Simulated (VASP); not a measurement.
# Al32O (a cell with a defect) in VASP: single point with PBE+D3(BJ)

Aim: the single point of Al32O (a cell with a defect) with PBE+D3(BJ).

Program: VASP 6.6.1. These are calculated values, not measurements. Logs are shortened: lines on timing, memory, paths and dates and some standing lists are left out, and cuts for length are marked.

### Step 1. The cell of the first run

The cell holds a defect, 33 atoms: a = 8.100 Å, b = 8.100 Å, c = 8.100 Å, α = 90.00°, β = 90.00°, γ = 90.00°.

### Step 2. Single point, PBE+D3(BJ)

Contents of INCAR:

```
SYSTEM = Al32O
PREC = Accurate
ENCUT = 520
EDIFF = 1E-7
ISMEAR = -1
SIGMA = 0.15
LREAL = Auto
LASPH = .True.
NELM = 80
ALGO = Normal
ISIF = 2
LWAVE = .False.
LCHARG = .False.
GGA = PE
IVDW = 12
NBANDS = 73
```

Contents of KPOINTS:

```
Automatic mesh
0
Gamma
  2 2 2
  0 0 0
```

Contents of POSCAR:

```
Al32O
1.0
    8.1000000000      0.0000000000      0.0000000000
    0.0000000000      8.1000000000      0.0000000000
    0.0000000000      0.0000000000      8.1000000000
Al O
32 1
Direct
    0.5010151596      0.0009425704      0.0010692364
    0.7490490812      0.2489764493      0.0010694415
    0.7490563378      0.0009355619      0.2491087374
    0.0001017396      0.0044837861      0.0046144495
    0.2499536997      0.2454294140      0.0046162774
    0.5045635203      0.5000388380      0.0046173780
    0.7455090552      0.7498908395      0.0046133564
    0.2499654516      0.0044996088      0.2455466432
    0.5010133983      0.2489784224      0.2491034476
    0.7454916496      0.5000276506      0.2455461792
    0.5045576187      0.0044809060      0.5001463558
    0.7455114828      0.2454348790      0.5001469512
    0.7454889248      0.0045027671      0.7500110946
   -0.0013123727      0.4986210341      0.0034475527
    0.2513708459      0.7513041939      0.0034483401
    0.0000980916      0.2454272823      0.2455581130
    0.2513891280      0.4986036278      0.2467557116
    0.5045641491      0.7498950801      0.2455585669
   -0.0013114126      0.0033040881      0.4987363966
    0.2513712219      0.2466004159      0.4987357902
    0.5033902229      0.4986204833      0.4987347287
    0.7466862881      0.7513030266      0.4987375024
    0.2513885898      0.0032947602      0.7514363748
    0.5045701264      0.2454216979      0.7500035156
    0.7466963846      0.4986044111      0.7514361203
   -0.0013178621      0.7513105574      0.2467506239
   -0.0109711644      0.4889886143      0.4890625217
    0.2610015805      0.7609609224      0.4890674192
   -0.0013185881      0.2466055181      0.7514257634
    0.2610804778      0.4889144387      0.7611118798
    0.5033859136      0.7513114812      0.7514259377
   -0.0109997516      0.7609943898      0.7610654966
    0.1250576119      0.6249303838      0.6251406967
```

Potentials or basis: VASP PAW PBE potentials, release 64 (Al, O).

The run is started by

```sh
$ cat potpaw_PBE.64/Al/POTCAR potpaw_PBE.64/O/POTCAR > POTCAR
$ mpirun -np 1 vasp_std > vasp.out
```

OUTCAR:

```text
SYSTEM = Al32O
   PREC = Accurate
   ENCUT = 520
   EDIFF = 1E-7
   ISMEAR = -1
   LREAL = Auto
   LASPH = .True.
   NELM = 80
   ISIF = 2
   GGA = PE
   IVDW = 12
 IVDW          = 12

 ion  position               nearest neighbor table
   1  0.501  0.001  0.001-   8 2.84  13 2.84  18 2.84  24 2.84   7 2.84   5 2.84   2 2.84   9 2.84
                             3 2.84  23 2.86  31 2.86  15 2.86
   2  0.749  0.249  0.001-  10 2.84  13 2.84  16 2.84   4 2.84  24 2.84   6 2.84   1 2.84   9 2.84
                             3 2.84  25 2.86  29 2.86  14 2.86
   3  0.749  0.001  0.249-  18 2.84  16 2.84  11 2.84  12 2.84   4 2.84   7 2.84   2 2.84   1 2.84
                             9 2.84  26 2.86  19 2.86  22 2.86
   4  0.000  0.004  0.005-  16 2.76  32 2.79   8 2.81   5 2.81  26 2.84  29 2.84   3 2.84   2 2.84
                            15 2.89  23 2.89   7 2.92  13 2.92
   5  0.250  0.245  0.005-   8 2.76  30 2.79  16 2.81   4 2.81  17 2.84  23 2.84   9 2.84   1 2.84
                            14 2.89  29 2.89   6 2.92  24 2.92
   6  0.505  0.500  0.005-  10 2.76  30 2.79   7 2.81  18 2.81  17 2.84  25 2.84   9 2.84   2 2.84
                            15 2.89  31 2.89   5 2.92  24 2.92
   7  0.746  0.750  0.005-  18 2.76  32 2.79  10 2.81   6 2.81  26 2.84  31 2.84   3 2.84   1 2.84
                            14 2.89  25 2.89   4 2.92  13 2.92
   8  0.250  0.004  0.246-   5 2.76  28 2.79  16 2.81   4 2.81  20 2.84  15 2.84   9 2.84   1 2.84
                            19 2.89  26 2.89  11 2.92  18 2.92
   9  0.501  0.249  0.249-   8 2.84  10 2.84  11 2.84  12 2.84   6 2.84   5 2.84   2 2.84   1 2.84
[... 32 lines left out ...]
                             7 2.89  32 2.89  27 2.89  22 2.89
  26  0.999  0.751  0.247-   4 2.84   7 2.84  15 2.84  14 2.84   3 2.86  19 2.89  22 2.89   8 2.89
                            10 2.89  27 2.89  28 2.89  17 2.89
  27  0.989  0.489  0.489-  33 1.91  10 2.79  16 2.79  12 2.79  26 2.89  22 2.89  17 2.89  25 2.89
                            20 2.89  29 2.89  28 3.12  32 3.12  30 3.12
  28  0.261  0.761  0.489-  33 1.91   8 2.79  18 2.79  11 2.79  26 2.89  19 2.89  17 2.89  23 2.89
                            21 2.89  31 2.89  27 3.12  32 3.12  30 3.12
  29  0.999  0.247  0.751-  13 2.84   4 2.84  19 2.84  23 2.84   2 2.86  25 2.89  14 2.89  12 2.89
                             5 2.89  30 2.89  27 2.89  20 2.89
  30  0.261  0.489  0.761-  33 1.91  24 2.79   6 2.79   5 2.79  21 2.89  20 2.89  31 2.89  29 2.89
                            15 2.89  14 2.89  28 3.12  27 3.12  32 3.12
  31  0.503  0.751  0.751-  13 2.84   7 2.84  22 2.84  25 2.84   1 2.86  23 2.89  15 2.89  11 2.89
                             6 2.89  30 2.89  28 2.89  21 2.89
  32  0.989  0.761  0.761-  33 1.91  13 2.79   4 2.79   7 2.79  19 2.89  22 2.89  23 2.89  25 2.89
                            15 2.89  14 2.89  28 3.12  27 3.12  30 3.12
  33  0.125  0.625  0.625-  30 1.91  32 1.91  28 1.91  27 1.91

  LATTYP: Found a simple cubic cell.
 ALAT       =     8.1000000000

  Lattice vectors:

 A1 = (   8.1000000000,   0.0000000000,   0.0000000000)
 A2 = (   0.0000000000,   8.1000000000,   0.0000000000)
 A3 = (   0.0000000000,   0.0000000000,   8.1000000000)

Analysis of symmetry for initial positions (statically):
=====================================================================
 Subroutine PRICEL returns:
 Original cell was already a primitive cell.

 Routine SETGRP: Setting up the symmetry group for a
 simple cubic supercell.

 Subroutine GETGRP returns: Found  2 space group operations
 (whereof  1 operations were pure point group operations)
 out of a pool of 48 trial point group operations.

The static configuration has the point symmetry C_1 .
 The point group associated with its full space group is C_1h.

Analysis of symmetry for dynamics (positions and initial velocities):
=====================================================================
 Subroutine PRICEL returns:
 Original cell was already a primitive cell.

 Routine SETGRP: Setting up the symmetry group for a
 simple cubic supercell.

 Subroutine GETGRP returns: Found  2 space group operations
 (whereof  1 operations were pure point group operations)
 out of a pool of 48 trial point group operations.

The dynamic configuration has the point symmetry C_1 .
 The point group associated with its full space group is C_1h.

 Subroutine INISYM returns: Found  2 space group operations
 (whereof  1 operations are pure point group operations),
 and found     1 'primitive' translations

----------------------------------------------------------------------------------------

                                     Primitive cell

  volume of cell :     531.4410

  direct lattice vectors                    reciprocal lattice vectors
     8.100000000  0.000000000  0.000000000     0.123456790  0.000000000  0.000000000
     0.000000000  8.100000000  0.000000000     0.000000000  0.123456790  0.000000000
[... 87 lines left out ...]
     0.061728395  0.000000000  0.000000000     0.500000000  0.000000000  0.000000000
     0.000000000  0.061728395  0.000000000     0.000000000  0.500000000  0.000000000
     0.000000000  0.000000000  0.061728395     0.000000000  0.000000000  0.500000000

  Length of vectors
     0.061728395  0.061728395  0.061728395

  Shift w.r.t. Gamma in fractional coordinates (k-lattice)
     0.000000000  0.000000000  0.000000000

 Subroutine IBZKPT returns following result:
 ===========================================

 Found      6 irreducible k-points:

 Following reciprocal coordinates:
            Coordinates               Weight
  0.000000  0.000000  0.000000      1.000000
  0.500000  0.000000  0.000000      2.000000
  0.000000  0.000000  0.500000      1.000000
  0.500000  0.500000  0.000000      1.000000
  0.000000  0.500000  0.500000      2.000000
  0.500000  0.500000  0.500000      1.000000
   k-points           NKPTS =      6   k-points in BZ     NKDIM =      6   number of bands    NBANDS=     73
   number of dos      NEDOS =    301   number of ions     NIONS =     33
   total plane-waves  NPLWV = 216000
   dimension x,y,z NGX =    60 NGY =   60 NGZ =   60
   dimension x,y,z NGXF=   120 NGYF=  120 NGZF=  120
   ions per type =              32   1
   NGX,Y,Z   is equivalent  to a cutoff of  12.31, 12.31, 12.31 a.u.
   NGXF,Y,Z  is equivalent  to a cutoff of  24.63, 24.63, 24.63 a.u.
 SYSTEM =  Al32O
   PREC   = accura    normal or accurate (medium, high low for compatibility)
   ISTART =      0    job   : 0-new  1-cont  2-samecut
   ICHARG =      2    charge: 1-file 2-atom 10-const
   ISPIN  =      1    spin polarized calculation?
   LNONCOLLINEAR =      F non collinear calculations
   LSORBIT =      F    spin-orbit coupling
   LASPH  =      T    aspherical Exc in radial PAW
   ENCUT  =  520.0 eV  38.22 Ry    6.18 a.u.  15.06 15.06 15.06*2*pi/ulx,y,z
   NELM   =     80;   NELMIN=  2; NELMDL= -5     # of ELM steps
   EDIFF  = 0.1E-06   stopping-criterion for ELM
   LREAL  =      T    real-space projection
   EDIFFG = 0.1E-05   stopping-criterion for IOM
   NSW    =      0    number of steps for IOM
   IBRION =     -1    ionic relax: 0-MD 1-quasi-New 2-CG
   NFREE  =      0    steps in history (QN), initial steepest desc. (CG)
   ISIF   =      2    stress and relaxation
   ISYM   =      2    0-nonsym 1-usesym 2-fastsym
   POTIM  = 0.5000    time-step for ionic-motion
   TEBEG  =    0.0;   TEEND  =   0.0 temperature during run
   PSTRESS=    0.0 pullay stress
   NELECT =     102.0000    total number of electrons
   NUPDOWN=      -1.0000    fix difference up-down
   EMIN   =  10.00;   EMAX   =-10.00  energy-range for DOS
   EFERMI =   0.00;   METHOD = LEGACY
   ISMEAR =    -1;   SIGMA  =   0.15  broadening in eV -4-tet -1-fermi 0-gaus
   EFERMI_NEDOS =   21; number of points for ismear=-14 and -15
   IALGO  =     38    algorithm
   IMIX   =      4    mixing-type and parameters
     AMIX     =   0.40;   BMIX     =  1.00
     AMIX_MAG =   1.60;   BMIX_MAG =  1.00
  volume/ion in A,a.u.               =      16.10       108.68
  Fermi-wavevector in a.u.,A,eV,Ry     =   0.944329  1.784523 12.133087  0.891757
  Thomas-Fermi vector in A             =   2.072123
   LORBIT       =      0    0 simple, 1 ext, 2 COOP (PROOUT), +10 PAW based schemes
   GGA     = PE    functional components
   LHFCALC =     F    Hartree Fock is set to
   AEXX    =    0.0000 exact exchange contribution
   IVDW    =    12    specifies the selected vdW correction
   LEPSILON=     F    determine dielectric tensor
   LRPA    =     F    only Hartree local field effects (RPA)
 non-spin polarized calculation
  energy-cutoff  :      520.00
  volume of cell :      531.44
 maximum number of plane-waves:     14400
   NGX = 31   NGY = 31   NGZ = 31

 number of electron     101.9999993 magnetization

 Free energy of the ion-electron system (eV)
  ---------------------------------------------------
  ext. energy  EPLUGINS =         0.00000000
  ---------------------------------------------------
  free energy    TOTEN  =      -128.75530226 eV

  energy without entropy =     -127.80221198  energy(sigma->0) =     -128.27875712

 E-fermi :   7.8094     XC(G=0): -10.2355

 val. band max:        7.7088501632   @ k =   0.5000   0.0000   0.0000
 cond. band min:       7.8440236649   @ k =   0.5000   0.0000   0.0000
 fundamental gap:      0.1351735018
 Fermi energy:         7.8094233696

 k-point     1 :       0.0000    0.0000    0.0000
  band No.  band energies     occupation
      1     -13.2727      2.00000
      2      -2.9652      2.00000
      3      -1.1165      2.00000
      4      -1.1160      2.00000
      5      -1.1158      2.00000
      6      -0.8727      2.00000
[... 385 lines left out ...]
     62      11.3232      0.00000
     63      11.3233      0.00000
 [bands above 63 left out]

------------------------ aborting loop because EDIFF is reached ----------------------------------------

 Edisp (eV)  -10.91384

 E8    (eV) :    -4.8579

  FORCE on cell =-STRESS in cart. coord.  units (eV):
  Direction    XX          YY          ZZ          XY          YZ          ZX
  --------------------------------------------------------------------------------------
  -------------------------------------------------------------------------------------
  Total      -8.82129    -8.82129    -8.82372    -0.00054    -0.00012     0.00012
  in kB     -26.59424   -26.59424   -26.60157    -0.00162    -0.00036     0.00036
  external pressure =      -26.60 kB  Pullay stress =        0.00 kB

 VOLUME and BASIS-vectors are now :
 -----------------------------------------------------------------------------
  energy-cutoff  :      520.00
  volume of cell :      531.44
      direct lattice vectors                 reciprocal lattice vectors
     8.100000000  0.000000000  0.000000000     0.123456790  0.000000000  0.000000000
     0.000000000  8.100000000  0.000000000     0.000000000  0.123456790  0.000000000
     0.000000000  0.000000000  8.100000000     0.000000000  0.000000000  0.123456790

 POSITION                                       TOTAL-FORCE (eV/Angst)
 -----------------------------------------------------------------------------------
      4.05822      0.00763      0.00866         0.004685      0.004225      0.004920
      6.06730      2.01671      0.00866        -0.004225     -0.004685      0.004920
      6.06736      0.00758      2.01778        -0.003934      0.003934     -0.004460
      0.00082      0.03632      0.03738         0.001951     -0.002828     -0.003673
      2.02462      1.98798      0.03739        -0.001710      0.003448     -0.004096
      4.08696      4.05031      0.03740        -0.003448      0.001710     -0.004096
[... 25 lines left out ...]
      8.01090      6.16405      6.16463        -0.003512      0.003512      0.005808
      1.01297      5.06194      5.06364        -0.001147      0.001147     -0.002064
 -----------------------------------------------------------------------------------
    total drift:                                0.010896      0.008903      0.005905

  FREE ENERGIE OF THE ION-ELECTRON SYSTEM (eV)
  ---------------------------------------------------
  free  energy   TOTEN  =      -139.6691399486 eV

  energy  without entropy=     -138.7160496680  energy(sigma->0) =     -139.19259481
```

Run time: 5.7 min. Hardware: 1 thread of Intel Xeon Platinum 8488C (Sapphire Rapids), shared host; peak memory 0.54 GiB.

Results:

* Free energy: -139.6691 eV
* Pressure: -2.7 GPa
* Largest force: 0.010 eV/Å
* Band gap on the k mesh: zero (bands 51 and 52 overlap by 0.83 eV)
* Dispersion energy per atom: -0.331 eV

Forces in eV/Å, atoms in the order of the input:
```
Al   0.005  0.004  0.005
Al  -0.004 -0.005  0.005
Al  -0.004  0.004 -0.004
Al   0.002 -0.003 -0.004
Al  -0.002  0.003 -0.004
Al  -0.003  0.002 -0.004
Al   0.003 -0.002 -0.004
Al  -0.001 -0.004  0.003
Al   0.004 -0.004 -0.004
Al   0.004  0.001  0.003
Al  -0.003 -0.003  0.002
Al   0.003  0.003  0.002
Al   0.004 -0.004 -0.001
Al   0.000  0.000 -0.001
Al   0.000  0.000 -0.001
Al   0.002  0.004  0.002
Al   0.000  0.000  0.000
Al  -0.004 -0.002  0.002
Al   0.000  0.001  0.000
Al   0.000  0.000  0.000
Al   0.000  0.000  0.000
Al  -0.001  0.000  0.000
Al   0.000 -0.001  0.000
Al  -0.003  0.003 -0.001
Al   0.001  0.000  0.000
Al  -0.001  0.001  0.000
Al  -0.005 -0.007 -0.004
Al   0.007  0.005 -0.004
Al   0.001  0.001  0.001
Al   0.003 -0.003  0.004
Al  -0.001 -0.001  0.001
Al  -0.004  0.004  0.006
O   -0.001  0.001 -0.002
```

Levels at points of the mesh, in eV from the Fermi level:
```csv
k point,band 49,band 50,band 51,band 52,band 53,band 54
"(0.00, 0.00, 0.00)",0.31,0.31,0.31,0.51,0.66,0.67
"(0.50, 0.00, 0.00)",-0.22,-0.13,-0.13,-0.10,0.03,0.18
"(0.00, 0.00, 0.50)",-0.22,-0.13,-0.13,-0.10,0.03,0.18
"(0.50, 0.50, 0.00)",-0.17,-0.17,0.11,0.63,0.97,1.00
"(0.00, 0.50, 0.50)",-0.17,-0.17,0.11,0.63,0.97,1.00
"(0.50, 0.50, 0.50)",-0.54,-0.54,-0.54,-0.52,-0.52,-0.52
```

Caveat: the k points lie up to 0.39 Å⁻¹ apart, too coarse for converged energies and pressures of a metal.
